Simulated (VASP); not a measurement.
# BeTe (rocksalt type) (Fm-3m) in VASP: a series of runs

The runs below take BeTe (rocksalt type) through single point, with PBE.

Everything below comes from runs of VASP 6.6.1. Logs are shortened: lines on timing, memory, paths and dates and some standing lists are left out, and cuts for length are marked.

**1. The cell of the first run**

It takes space group Fm-3m (No. 225, cubic). The conventional cell has a = 5.360 Å, b = 5.360 Å, c = 5.360 Å, α = 90.00°, β = 90.00°, γ = 90.00°. Be (site symmetry m-3m) has 6 Te at 2.68 Å within 3.5 Å. Te (site symmetry m-3m) has 6 Be at 2.68 Å within 3.5 Å.

**2. Single point, PBE**

Contents of INCAR:

```
PREC     = Accurate       # precision mode
ENCUT    = 520            # plane-wave cutoff, eV
EDIFF    = 1E-6           # SCF threshold, eV
ISMEAR   = -1             # smearing method
SIGMA    = 0.05           # smearing width, eV
LREAL    = False          # projectors in reciprocal space
LASPH    = True           # aspherical terms in the spheres
NELM     = 80             # most SCF steps
ALGO     = Normal         # electronic algorithm
ISIF     = 2              # what is computed and relaxed
LWAVE    = False          # write WAVECAR
LCHARG   = False          # write CHGCAR
GGA      = PE             # functional
NBANDS   = 11             # bands
```

Contents of KPOINTS:

```
Automatic mesh
0
Gamma
  13 13 13
```

Contents of POSCAR:

```
BeTe
1.0
    0.0000000000      2.6800592576      2.6800592576
    2.6800592576      0.0000000000      2.6800592576
    2.6800592576      2.6800592576      0.0000000000
Be Te
1 1
Direct
    0.0000000000      0.0000000000      0.0000000000
    0.5000000000      0.5000000000      0.5000000000
```

Potentials or basis: VASP PAW PBE potentials, release 64 (Be, Te).

The run is started by

```sh
> cat potpaw_PBE.64/Be/POTCAR potpaw_PBE.64/Te/POTCAR > POTCAR
> mpirun -np 1 vasp_std > vasp.out
```

OUTCAR:

```text
PREC = Accurate
   ENCUT = 520
   EDIFF = 1E-6
   ISMEAR = -1
   LREAL = False
   LASPH = True
   NELM = 80
   ISIF = 2
   GGA = PE

 ion  position               nearest neighbor table
   1  0.000  0.000  0.000-   2 2.68   2 2.68   2 2.68   2 2.68   2 2.68   2 2.68
   2  0.500  0.500  0.500-   1 2.68   1 2.68   1 2.68   1 2.68   1 2.68   1 2.68

  LATTYP: Found a face centered cubic cell.
 ALAT       =     5.3601185152

  Lattice vectors:

 A1 = (   0.0000000000,   2.6800592576,   2.6800592576)
 A2 = (   2.6800592576,   0.0000000000,   2.6800592576)
 A3 = (   2.6800592576,   2.6800592576,   0.0000000000)

Analysis of symmetry for initial positions (statically):
=====================================================================
 Subroutine PRICEL returns:
 Original cell was already a primitive cell.

 Routine SETGRP: Setting up the symmetry group for a
 face centered cubic supercell.

 Subroutine GETGRP returns: Found 48 space group operations
 (whereof 48 operations were pure point group operations)
 out of a pool of 48 trial point group operations.

The static configuration has the point symmetry O_h .

Analysis of symmetry for dynamics (positions and initial velocities):
=====================================================================
 Subroutine PRICEL returns:
 Original cell was already a primitive cell.

 Routine SETGRP: Setting up the symmetry group for a
 face centered cubic supercell.

 Subroutine GETGRP returns: Found 48 space group operations
 (whereof 48 operations were pure point group operations)
 out of a pool of 48 trial point group operations.

The dynamic configuration has the point symmetry O_h .

 Subroutine INISYM returns: Found 48 space group operations
 (whereof 48 operations are pure point group operations),
 and found     1 'primitive' translations

----------------------------------------------------------------------------------------

                                     Primitive cell

  volume of cell :      38.5002

  direct lattice vectors                    reciprocal lattice vectors
     0.000000000  2.680059258  2.680059258    -0.186563039  0.186563039  0.186563039
     2.680059258  0.000000000  2.680059258     0.186563039 -0.186563039  0.186563039
     2.680059258  2.680059258  0.000000000     0.186563039  0.186563039 -0.186563039

  length of vectors
     3.790176150  3.790176150  3.790176150     0.323136662  0.323136662  0.323136662

[... 81 lines left out ...]
   LREAL  =      F    real-space projection
   EDIFFG = 0.1E-04   stopping-criterion for IOM
   NSW    =      0    number of steps for IOM
   IBRION =     -1    ionic relax: 0-MD 1-quasi-New 2-CG
   NFREE  =      0    steps in history (QN), initial steepest desc. (CG)
   ISIF   =      2    stress and relaxation
   ISYM   =      2    0-nonsym 1-usesym 2-fastsym
   POTIM  = 0.5000    time-step for ionic-motion
   TEBEG  =    0.0;   TEEND  =   0.0 temperature during run
   PSTRESS=    0.0 pullay stress
   NELECT =       8.0000    total number of electrons
   NUPDOWN=      -1.0000    fix difference up-down
   EMIN   =  10.00;   EMAX   =-10.00  energy-range for DOS
   EFERMI =   0.00;   METHOD = LEGACY
   ISMEAR =    -1;   SIGMA  =   0.05  broadening in eV -4-tet -1-fermi 0-gaus
   EFERMI_NEDOS =   21; number of points for ismear=-14 and -15
   IALGO  =     38    algorithm
   IMIX   =      4    mixing-type and parameters
     AMIX     =   0.40;   BMIX     =  1.00
     AMIX_MAG =   1.60;   BMIX_MAG =  1.00
  volume/ion in A,a.u.               =      19.25       129.91
  Fermi-wavevector in a.u.,A,eV,Ry     =   0.969655  1.832382 12.792608  0.940230
  Thomas-Fermi vector in A             =   2.099725
   LORBIT       =      0    0 simple, 1 ext, 2 COOP (PROOUT), +10 PAW based schemes
   GGA     = PE    functional components
   LHFCALC =     F    Hartree Fock is set to
   AEXX    =    0.0000 exact exchange contribution
   IVDW    =     0    specifies the selected vdW correction
   LEPSILON=     F    determine dielectric tensor
   LRPA    =     F    only Hartree local field effects (RPA)
 non-spin polarized calculation
  energy-cutoff  :      520.00
  volume of cell :       38.50
 maximum number of plane-waves:      1048
   NGX = 15   NGY = 15   NGZ = 15

 number of electron       8.0000000 magnetization

 Free energy of the ion-electron system (eV)
  ---------------------------------------------------
  ext. energy  EPLUGINS =         0.00000000
  ---------------------------------------------------
  free energy    TOTEN  =        -6.60608241 eV

  energy without entropy =       -6.60143224  energy(sigma->0) =       -6.60375732

 E-fermi :   7.2360     XC(G=0):  -9.9595

 val. band max:        7.2259468621   @ k =  -0.4615   0.3846   0.0000
 cond. band min:       7.2521353138   @ k =   0.3846   0.3077   0.0000
 fundamental gap:      0.0261884517
 Fermi energy:         7.2360283453

 k-point     1 :       0.0000    0.0000    0.0000
  band No.  band energies     occupation
      1      -6.0969      2.00000
      2       6.9932      1.98456
      3       6.9932      1.98456
      4       6.9932      1.98456
      5      10.3181      0.00000
      6      13.5332      0.00000
      7      13.5332      0.00000
      8      13.5332      0.00000
      9      14.1090      0.00000
     10      14.1090      0.00000
     11      14.1090      0.00000
[... 309 lines left out ...]
 k-point    24 :       0.4615    0.1538    0.0000
  band No.  band energies     occupation
      1      -4.1955      2.00000
      2       1.1811      2.00000
      3       5.3448      2.00000
      4       5.8355      2.00000
      5       8.7681      0.00000
      6      11.4696      0.00000
      7      12.2977      0.00000
      8      13.9896      0.00000
      9      15.3137      0.00000
     10      19.7524      0.00000
     11      20.3535      0.00000

 [... further k-points ...]
[... 5 lines left out ...]
  --------------------------------------------------------------------------------------
  -------------------------------------------------------------------------------------
  Total        0.0187115      0.0187115      0.0187115      0.0000000      0.0000000      0.0000000
  in kB        0.7786727      0.7786727      0.7786727      0.0000000      0.0000000      0.0000000
  external PRESSURE =       0.7786727 kB  Pullay stress =       0.0000000 kB

 VOLUME and BASIS-vectors are now :
 -----------------------------------------------------------------------------
  energy-cutoff  :      520.00
  volume of cell :       38.50
      direct lattice vectors                 reciprocal lattice vectors
     0.000000000  2.680059258  2.680059258    -0.186563039  0.186563039  0.186563039
     2.680059258  0.000000000  2.680059258     0.186563039 -0.186563039  0.186563039
     2.680059258  2.680059258  0.000000000     0.186563039  0.186563039 -0.186563039

 POSITION                                       TOTAL-FORCE (eV/Angst)
 -----------------------------------------------------------------------------------
      0.00000      0.00000      0.00000        -0.000000      0.000000     -0.000000
      2.68006      2.68006      2.68006         0.000000     -0.000000      0.000000
 -----------------------------------------------------------------------------------
    total drift:                                0.000000      0.000000      0.000000

  FREE ENERGIE OF THE ION-ELECTRON SYSTEM (eV)
  ---------------------------------------------------
  free  energy   TOTEN  =        -6.6060824072 eV

  energy  without entropy=       -6.6014322405  energy(sigma->0) =       -6.60375732
```

OSZICAR:

```text
N       E                     dE             d eps       ncg     rms          rms(c)
DAV:   1     0.178450436102E+02    0.17845E+02   -0.32849E+03  1848   0.590E+02
DAV:   2    -0.557745624088E+01   -0.23422E+02   -0.22690E+02  2383   0.904E+01
DAV:   3    -0.659312058542E+01   -0.10157E+01   -0.99999E+00  2394   0.192E+01
DAV:   4    -0.660203314933E+01   -0.89126E-02   -0.89102E-02  2138   0.211E+00
DAV:   5    -0.660216350417E+01   -0.13035E-03   -0.13035E-03  2239   0.263E-01    0.532E+00
DAV:   6    -0.660347059271E+01   -0.13071E-02   -0.17457E-03  2149   0.265E-01    0.323E+00
DAV:   7    -0.660598584621E+01   -0.25153E-02   -0.41734E-03  2073   0.440E-01    0.668E-02
DAV:   8    -0.660606645734E+01   -0.80611E-04   -0.12255E-04  2268   0.719E-02    0.271E-02
DAV:   9    -0.660608167171E+01   -0.15214E-04   -0.13225E-05  2100   0.242E-02    0.884E-03
DAV:  10    -0.660608240717E+01   -0.73546E-06   -0.25601E-06  2144   0.906E-03
   1 F= -.66060824E+01 E0= -.66037573E+01  d E =-.465017E-02
```

stdout:

```text
POSCAR found type information on POSCAR BeTe
 POSCAR found :  2 types and       2 ions
 scaLAPACK will be used
 LDA part: xc-table for (Slater+PW92), standard interpolation
 POSCAR, INCAR and KPOINTS ok, starting setup
 FFT: planning ... GRIDC
 FFT: planning ... GRID_SOFT
 FFT: planning ... GRID
 WAVECAR not read
 entering main loop
```

It took 14 s on 1 thread of AMD EPYC 9R45 (Zen 5), shared host; peak memory 0.15 GiB.

Results:

```
Free energy            : -6.6061 eV
Pressure               : 0.1 GPa
Band gap on the k mesh : zero (band 4 reaches 7.54 eV, above the bottom of band 5 at 6.36 eV)
```

Caveat: spin-orbit coupling is left out, which moves the levels of the heavy elements.

**3. Single point, PBE (volume scaled by 1.02)**

Edit INCAR of step 2 so:

```diff
@@ -2,3 +2,3 @@
 ENCUT    = 520            # plane-wave cutoff, eV
-EDIFF    = 1E-6           # SCF threshold, eV
+EDIFF    = 1E-7           # SCF threshold, eV
 ISMEAR   = -1             # smearing method
@@ -7,3 +7,3 @@
 LASPH    = True           # aspherical terms in the spheres
-NELM     = 80             # most SCF steps
+NELM     = 100            # most SCF steps
 ALGO     = Normal         # electronic algorithm
```

Contents of KPOINTS:

```
regular mesh
0
Gamma
  13 13 13
```

Contents of POSCAR:

```
BeTe
1.0
    0.0000000000      2.6978085117      2.6978085117
    2.6978085117      0.0000000000      2.6978085117
    2.6978085117      2.6978085117      0.0000000000
Be Te
1 1
Direct
    0.0000000000      0.0000000000      0.0000000000
    0.5000000000      0.5000000000      0.5000000000
```

Potentials or basis: VASP PAW PBE potentials, release 64 (Be, Te).

The run is started by

```sh
> cat potpaw_PBE.64/Be/POTCAR potpaw_PBE.64/Te/POTCAR > POTCAR
> mpirun -np 1 vasp_std > vasp.out
```

It took 18 s on 1 thread of AMD EPYC 9R45 (Zen 5), shared host; peak memory 0.15 GiB.

The run converged. Its results:

| Item | Value |
| --- | --- |
| Free energy | -6.6033 eV |
| Pressure | -1.2 GPa |
| Band gap on the k mesh | zero (band 4 reaches 7.28 eV, above the bottom of band 5 at 6.11 eV) |

Levels at points of the mesh, in eV from the Fermi level:
```csv
k point,band 1,band 2,band 3,band 4,band 5,band 6,band 7,band 8,band 9
"(0.00, 0.00, 0.00)",-13.18,-0.24,-0.24,-0.24,2.90,6.24,6.24,6.24,6.88
```

Caveat: spin-orbit coupling is left out, which moves the levels of the heavy elements.

**4. Single point, PBE (volume scaled by 1.04)**

Contents of INCAR:

```
  PREC = Accurate
  ENCUT = 520
  EDIFF = 1E-6
  ISMEAR = -1
  SIGMA = 0.05
  LREAL = False
  LASPH = True
  NELM = 60
  ALGO = Normal
  ISIF = 2
  LWAVE = False
  LCHARG = False
  GGA = PE
  NBANDS = 11
```

Contents of KPOINTS:

```
Automatic mesh
0
Gamma
  13 13 13
```

Contents of POSCAR:

```
BeTe
1.0
    0.0000000000      2.7153272397      2.7153272397
    2.7153272397      0.0000000000      2.7153272397
    2.7153272397      2.7153272397      0.0000000000
Be Te
1 1
Direct
    0.0000000000      0.0000000000      0.0000000000
    0.5000000000      0.5000000000      0.5000000000
```

The run is started by

```sh
> cat potpaw_PBE.64/Be/POTCAR potpaw_PBE.64/Te/POTCAR > POTCAR
> mpirun -np 1 vasp_std > vasp.out
```

It took 18 s on 1 thread of AMD EPYC 9R45 (Zen 5), shared host; peak memory 0.16 GiB.

It converged, with:

```yaml
Free_energy: -6.5947 eV
Pressure: -2.4 GPa
Band_gap_on_the_k_mesh: zero (band 4 reaches 7.02 eV, above the bottom of band 5 at 5.87 eV)
```

Levels at points of the mesh, in eV from the Fermi level:
```csv
k point,band 1,band 2,band 3,band 4,band 5,band 6,band 7,band 8
"(0.00, 0.00, 0.00)",-13.03,-0.23,-0.23,-0.23,2.73,6.18,6.18,6.18
```

Caveat: spin-orbit coupling is left out, which moves the levels of the heavy elements.

**5. Overview**

```csv
cell,gap on the mesh (eV),pressure (GPa)
"a = 3.790 Å, angles 60.0°, 2 atoms",none,0.1
"a = 3.815 Å, angles 60.0°, 2 atoms",none,-1.2
"a = 3.840 Å, angles 60.0°, 2 atoms",none,-2.4
```

Alike in all rows: task single point; level PBE; potentials or basis VASP PAW PBE potentials, release 64 (Be, Te); no spin polarisation; k mesh 13 × 13 × 13; cutoff (eV) 520; smearing fermi-dirac 0.05 eV.

Caveats: spin-orbit coupling is left out, which moves the levels of the heavy elements.

Total energies depend on the potentials used, so only differences within one code and one set of settings carry meaning.
